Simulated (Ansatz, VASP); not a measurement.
# VH4: VASP beside Ansatz

```
V H
1.0
    -2.20646    2.20646    2.20646
     2.20646   -2.20646    2.20646
     2.20646    2.20646   -2.20646
V H
1 4
Direct
  0.00000 0.00000 0.00000
  0.00000 0.00000 0.50000
  0.50000 0.00000 0.00000
  0.50000 0.50000 0.50000
  0.00000 0.50000 0.00000
```

Change from the starting cell: species swapped into the NiHg4 type (Im-3m, No. 229).

Alike in both runs: task single point; functional PBE; k mesh 6 × 6 × 6; occupations gaussian, width 0.1 eV; collinear spin.

|  | VASP | Ansatz |
| --- | --- | --- |
| version | VASP 6.6.1 | Ansatz 0.2.0 |
| potentials or method | VASP PAW PBE potentials, release 64 (V_sv, H), cutoff 500 eV | scalar-relativistic, plane waves, PAW |
| valence electrons in the cell | 17 | 17 |

Ansatz gave:

```
gap on the k mesh at the Fermi level (eV)                     : none
pressure (GPa)                                                : -13.0
net moment per atom (μB)                                      : 0.31
size of the moment on the site where the two differ most (μB) : 1.11
```

Q: What did VASP give for the same quantities?

A: gap on the k mesh at the Fermi level (eV): none; pressure (GPa): -13.2; net moment per atom (μB): 0.31; size of the moment on the site where the two differ most (μB): 1.43.

Site moments also hang on the region over which each program counts them. A gap of «none» marks a metal or a gap that the smearing closes.
